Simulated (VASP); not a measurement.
Wanted: the native input for a VASP 6.6.1 run.

| Property | Result |
| --- | --- |
| Task | single point |
| Functional | PBE |
| Dispersion | D3(BJ) |
| Potentials or basis | VASP PAW PBE potentials, release 64 (Br) |
| Cutoff | 520 eV |
| k mesh | 8 × 8 × 4 |
| Occupations | gaussian, width 0.02 eV |
| Spin | no spin polarisation |
| Dipole correction | no |
| Further INCAR settings | ALGO = Normal; EDIFF = 1e-07; NBANDS = 22 |

The structure of Br lies in POSCAR:

```
Br
1.0
    3.1217569059     -1.9667073419      0.0000000000
    3.1217569059      1.9667073419      0.0000000000
    0.0000000000      0.0000000000      8.3638724557
Br
4
Direct
    0.1652347397      0.8347652603      0.1206499102
    0.6652347397      0.3347652603      0.3793500898
    0.8347652603      0.1652347397      0.8793500898
    0.3347652603      0.6652347397      0.6206499102
```

These files were run (other wordings do the same):

INCAR

```
  PREC = Accurate
  ENCUT = 520
  EDIFF = 1E-7
  ISMEAR = 0
  SIGMA = 0.02
  LREAL = F
  LASPH = T
  NELM = 100
  ALGO = Normal
  ISIF = 2
  LWAVE = F
  LCHARG = T
  GGA = PE
  IVDW = 12
  LELF = T
  LVHAR = T
  NBANDS = 22
```

KPOINTS

```
Automatic mesh
0
Gamma
  8 8 4
```

Potentials or basis: VASP PAW PBE potentials, release 64 (Br).

Run with:

```console
$ cat potpaw_PBE.64/Br/POTCAR > POTCAR
$ mpirun -np 1 vasp_std > vasp.out
```

Results of the run:

| Quantity | Value |
| --- | --- |
| Pressure | 4.0 GPa |
| Largest force | 0.006 eV/Å |
| Band gap on the k mesh | 1.12 eV, indirect (least direct gap 1.45 eV) |
| Dispersion energy per atom | -0.288 eV |

Wall time 110 s on 1 thread of AMD EPYC 7R13 Processor (Zen 3), on a shared host, peak memory 0.23 GiB.
